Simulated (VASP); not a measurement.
Wanted: the native input for a VASP 6.6.1 run.

```yaml
Task: single point
Functional: PBE
Potentials_or_basis: VASP PAW PBE potentials, release 64 (C, W_sv)
Cutoff: 520 eV
k_mesh: 12 × 12 × 1
Occupations: gaussian, width 0.1 eV
Spin: no spin polarisation
Dipole_correction: yes
Further_INCAR_settings: ALGO = Normal; EDIFF = 1e-07; NBANDS = 48
```

The structure of W4C5 lies in POSCAR:

```
W4C5
1.0
    2.9217712068      0.0000000000      0.0000000000
   -1.4608856034      2.5303280892      0.0000000000
    0.0000000000      0.0000000000     26.3883078636
C W
5 4
Direct
    0.6666666667      0.3333333333      0.2945922855
    0.6666666667      0.3333333333      0.3933829890
    0.6666666667      0.3333333333      0.4999999953
    0.6666666667      0.3333333333      0.6066170177
    0.6666666667      0.3333333333      0.7054077109
    0.0000000000      0.0000000000      0.3359640524
    0.0000000000      0.0000000000      0.4459295194
    0.0000000000      0.0000000000      0.5540704853
    0.0000000000      0.0000000000      0.6640359445
```

One way to write it, as run:

INCAR

```
SYSTEM = W4C5
ALGO = Normal
DIPOL = 0.5 0.5 0.500
EDIFF = 1E-7
ENCUT = 520
GGA = PE
IDIPOL = 3
ISIF = 2
ISMEAR = 0
LASPH = .True.
LCHARG = .True.
LDIPOL = .True.
LELF = .True.
LREAL = .False.
LVACPOTAV = .True.
LVHAR = .True.
LWAVE = .False.
NBANDS = 48
NELM = 80
PREC = Accurate
SIGMA = 0.1
```

KPOINTS

```
k-points
0
Gamma
  12 12 1
  0 0 0
```

Potentials or basis: VASP PAW PBE potentials, release 64 (C, W_sv).

Command:

```console
$ cat potpaw_PBE.64/C/POTCAR potpaw_PBE.64/W_sv/POTCAR > POTCAR
$ mpirun -np 1 vasp_std > vasp.out
```

It gave:

The largest force is 0.092 eV/Å and the band gap on the k mesh is zero (band 38 reaches 1.65 eV, above the bottom of band 39 at 1.30 eV).

Caveat: spin-orbit coupling is left out, which moves the levels of the heavy elements.

Wall time 4.5 min on 1 thread of AMD EPYC 9R45 96-Core Processor (Zen 5) (shared host), peak memory 0.36 GiB.
